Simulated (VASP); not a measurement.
# Rb (Im-3m) in VASP: notebook, part 2 of 2

VASP 6.6.1. The steps go on from the part before.

## Step 4: Single point, PBEsol

This run uses another cell than the first one, of 88.04 Å³/atom, 1.042 times its volume.

The input, INCAR:

```
ALGO = Fast ; EDIFF = 1E-6
ENCUT = 520 ; GGA = PS
ISIF = 2 ; ISMEAR = -1
LASPH = True ; LCHARG = False
LREAL = False ; LWAVE = False
NBANDS = 10 ; NELM = 100
PREC = Accurate ; SIGMA = 0.05
```

The input, KPOINTS:

```
k-points
0
Gamma
  7 7 7
```

The input, POSCAR:

```
Rb
1.0
   -2.8025000000      2.8025000000      2.8025000000
    2.8025000000     -2.8025000000      2.8025000000
    2.8025000000      2.8025000000     -2.8025000000
Rb
1
Direct
    0.0000000000      0.0000000000      0.0000000000
```

Command:

```sh
cat potpaw_PBE.64/Rb_sv/POTCAR > POTCAR
mpirun -np 1 vasp_std > vasp.out
```

It took 7.5 s on 1 thread of Intel Xeon 6975P-C (Granite Rapids), shared host; peak memory 0.19 GiB.

The run converged. Its results:

| Quantity | Value |
| --- | --- |
| Free energy | -1.0304 eV |
| Pressure | -0.1 GPa |

Levels at points of the mesh, in eV from the Fermi level:
| k point | band 1 | band 2 | band 3 | band 4 | band 5 | band 6 | band 7 | band 8 | band 9 | band 10 |
| --- | --- | --- | --- | --- | --- | --- | --- | --- | --- | --- |
| (0.00, 0.00, 0.00) | -28.83 | -12.87 | -12.87 | -12.87 | -2.01 | 3.72 | 3.72 | 3.72 | 4.69 | 4.69 |

Caveat: the PAW data sets were made with another functional, which shifts forces and pressure a little.

## Step 5: Single point, PBEsol

This run uses another cell than the first one, of 89.80 Å³/atom, 1.062 times its volume.

The input, INCAR:

```
PREC = Accurate
ENCUT = 520
EDIFF = 1E-6
ISMEAR = -1
SIGMA = 0.05
LREAL = False
LASPH = True
NELM = 60
ALGO = Normal
ISIF = 2
LWAVE = False
LCHARG = True
GGA = PS
LELF = True
LVHAR = True
NBANDS = 10
```

The input, KPOINTS:

```
regular mesh
0
Gamma
  7 7 7
```

The input, POSCAR:

```
Rb
1.0
   -2.8210601435      2.8210601435      2.8210601435
    2.8210601435     -2.8210601435      2.8210601435
    2.8210601435      2.8210601435     -2.8210601435
Rb
1
Direct
    0.0000000000      0.0000000000      0.0000000000
```

Command:

```sh
cat potpaw_PBE.64/Rb_sv/POTCAR > POTCAR
mpirun -np 1 vasp_std > vasp.out
```

Run time: 6.7 s. Hardware: 1 thread of Intel Xeon 6975P-C (Granite Rapids), shared host; peak memory 0.19 GiB.

The run converged. Its results:

| Item | Value |
| --- | --- |
| Free energy | -1.0294 eV |
| Pressure | -0.1 GPa |

Levels at points of the mesh, in eV from the Fermi level:
```tsv
k point	band 3	band 4	band 5	band 6	band 7	band 8
(0.00, 0.00, 0.00)	-12.89	-12.89	-1.98	3.70	3.70	3.70
```

Caveat: the PAW data sets were made with another functional, which shifts forces and pressure a little.

## Step 6: Single point, PBEsol

This run uses another cell than the first one, of 91.57 Å³/atom, 1.083 times its volume.

The input, INCAR:

```
SYSTEM = Rb
ALGO     = Fast           ! electronic algorithm
EDIFF    = 1E-6           ! SCF threshold, eV
ENCUT    = 520            ! plane-wave cutoff, eV
GGA      = PS             ! functional
ISIF     = 2              ! what is computed and relaxed
ISMEAR   = -1             ! smearing method
LASPH    = .TRUE.         ! aspherical terms in the spheres
LCHARG   = .FALSE.        ! write CHGCAR
LREAL    = .FALSE.        ! projectors in reciprocal space
LWAVE    = .FALSE.        ! write WAVECAR
NBANDS   = 10             ! bands
NELM     = 80             ! most SCF steps
PREC     = Accurate       ! precision mode
SIGMA    = 0.05           ! smearing width, eV
```

The input, KPOINTS:

```
k-points
0
G
  7 7 7
  0 0 0
```

The input, POSCAR:

```
Rb
1.0
   -2.8393792292      2.8393792292      2.8393792292
    2.8393792292     -2.8393792292      2.8393792292
    2.8393792292      2.8393792292     -2.8393792292
Rb
1
Direct
    0.0000000000      0.0000000000      0.0000000000
```

Potentials or basis: VASP PAW PBE potentials, release 64 (Rb_sv).

Command:

```sh
cat potpaw_PBE.64/Rb_sv/POTCAR > POTCAR
mpirun -np 1 vasp_std > vasp.out
```

OUTCAR:

```text
SYSTEM = Rb
   EDIFF = 1E-6
   ENCUT = 520
   GGA = PS
   ISIF = 2
   ISMEAR = -1
   LASPH = .TRUE.
   LREAL = .FALSE.
   NELM = 80
   PREC = Accurate

 ion  position               nearest neighbor table
   1  0.000  0.000  0.000-

  LATTYP: Found a body centered cubic cell.
 ALAT       =     5.6787584584

  Lattice vectors:

 A1 = (  -2.8393792292,   2.8393792292,   2.8393792292)
 A2 = (   2.8393792292,  -2.8393792292,   2.8393792292)
[... 433 lines left out ...]
      8       3.1006      0.00000
      9       3.1006      0.00000
     10       5.2576      0.00000

------------------------ aborting loop because EDIFF is reached ----------------------------------------

  FORCE on cell =-STRESS in cart. coord.  units (eV):
  Direction    XX          YY          ZZ          XY          YZ          ZX
  --------------------------------------------------------------------------------------
  -------------------------------------------------------------------------------------
  Total       -0.0920026     -0.0920026     -0.0920026     -0.0000000     -0.0000000      0.0000000
  in kB       -1.6098309     -1.6098309     -1.6098309     -0.0000000     -0.0000000      0.0000000
  external PRESSURE =      -1.6098309 kB  Pullay stress =       0.0000000 kB

 VOLUME and BASIS-vectors are now :
 -----------------------------------------------------------------------------
  energy-cutoff  :      520.00
  volume of cell :       91.57
      direct lattice vectors                 reciprocal lattice vectors
    -2.839379229  2.839379229  2.839379229     0.000000000  0.176094829  0.176094829
     2.839379229 -2.839379229  2.839379229     0.176094829  0.000000000  0.176094829
     2.839379229  2.839379229 -2.839379229     0.176094829  0.176094829  0.000000000

 POSITION                                       TOTAL-FORCE (eV/Angst)
 -----------------------------------------------------------------------------------
      0.00000      0.00000      0.00000        -0.000000      0.000000     -0.000000
 -----------------------------------------------------------------------------------
    total drift:                                0.000000      0.000000     -0.000000

  FREE ENERGIE OF THE ION-ELECTRON SYSTEM (eV)
  ---------------------------------------------------
  free  energy   TOTEN  =        -1.0279211252 eV

  energy  without entropy=       -1.0199510425  energy(sigma->0) =       -1.02393608
```

Wall time 9.5 s (1 thread of Intel Xeon 6975P-C (Granite Rapids), shared host); peak memory 0.22 GiB.

What came out:

```yaml
Free_energy: -1.0279 eV
Pressure: -0.2 GPa
```

Caveat: the PAW data sets were made with another functional, which shifts forces and pressure a little.

## Step 7: The runs side by side

| cell | gap on the mesh (eV) | pressure (GPa) |
| --- | --- | --- |
| a = 4.788 Å, angles 109.5°, 1 atom | none | 0.1 |
| a = 4.821 Å, angles 109.5°, 1 atom | none | 0.0 |
| a = 4.854 Å, angles 109.5°, 1 atom | none | -0.1 |
| a = 4.886 Å, angles 109.5°, 1 atom | none | -0.1 |
| a = 4.918 Å, angles 109.5°, 1 atom | none | -0.2 |

Alike in all rows: task single point; level PBEsol; potentials or basis VASP PAW PBE potentials, release 64 (Rb_sv); no spin polarisation; k mesh 7 × 7 × 7; cutoff (eV) 520; smearing fermi-dirac 0.05 eV.

Caveats: the PAW data sets were made with another functional, which shifts forces and pressure a little.

Absolute energies hang on the potentials; compare differences alone.
